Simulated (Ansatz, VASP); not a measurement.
# One calculation of Ir, two programs

File INCAR:

```
SYSTEM = Ir
PREC = Accurate
ENCUT = 520
EDIFF = 1E-7
ISMEAR = -1
SIGMA = 0.05
LREAL = .False.
LASPH = .True.
NELM = 80
ALGO = Normal
ISIF = 2
LWAVE = .False.
LCHARG = .False.
NBANDS = 16
```

The input KPOINTS:

```
Automatic mesh
0
Gamma
  11 11 6
  0 0 0
```

Contents of POSCAR:

```
Ir
1.0
    2.7513778946      0.0000000000      0.0000000000
   -1.3756889473      2.3827631521      0.0000000000
    0.0000000000      0.0000000000      4.4622900000
Ir
2
Direct
    0.3333333333      0.6666666667      0.2500000000
    0.6666666667      0.3333333333      0.7500000000
```

Contents of input.yaml:

```yaml
crystal:
  lattice:
    - [2.7513778946, 0.0, 0.0]
    - [-1.3756889473, 2.3827631521, 0.0]
    - [0.0, 0.0, 4.46229]
  atoms:
    - { symbol: Ir, position: [0.3333333333, 0.6666666667, 0.25] }
    - { symbol: Ir, position: [0.6666666667, 0.3333333333, 0.75] }
kpoints:
  mp_grid: { grid: [11, 11, 6] }
scf:
  occupations: { method: fermi_dirac, width: 0.05 }
hamiltonian:
  xc: lda
  pseudopotentials: { kind: all_electron, lapw: { basis_error: 0.001 } }
output:
  forces: true
  stress: true
  eigenvalues: true
```

Alike in both runs: task single point; functional LDA; k mesh 11 × 11 × 6; occupations fermi-dirac, width 0.05 eV; no spin polarisation.

|  | VASP | Ansatz |
| --- | --- | --- |
| version | VASP 6.6.1 | Ansatz 0.2.0 |
| potentials or method | VASP PAW LDA potentials, release 64 (Ir), cutoff 520 eV | all-electron LAPW, scalar-relativistic |

Ansatz gave:

```
gap on the k mesh at the Fermi level (eV)                     : none
pressure (GPa)                                                : -17.8
traceless stress, the component that is largest in VASP (GPa) : -0.43
```

**Question.** Which values does VASP return?

**Answer.** gap on the k mesh at the Fermi level (eV): none; pressure (GPa): -15.8; traceless stress, the component that is largest in VASP (GPa): -0.38.

LDA's correlation is that of Perdew and Zunger in VASP and of Perdew and Wang (1992) in Ansatz. A gap of «none» marks a metal or a gap that the smearing closes. Ansatz ran all-electron here, and VASP with PAW potentials.

Spin-orbit coupling is off throughout.
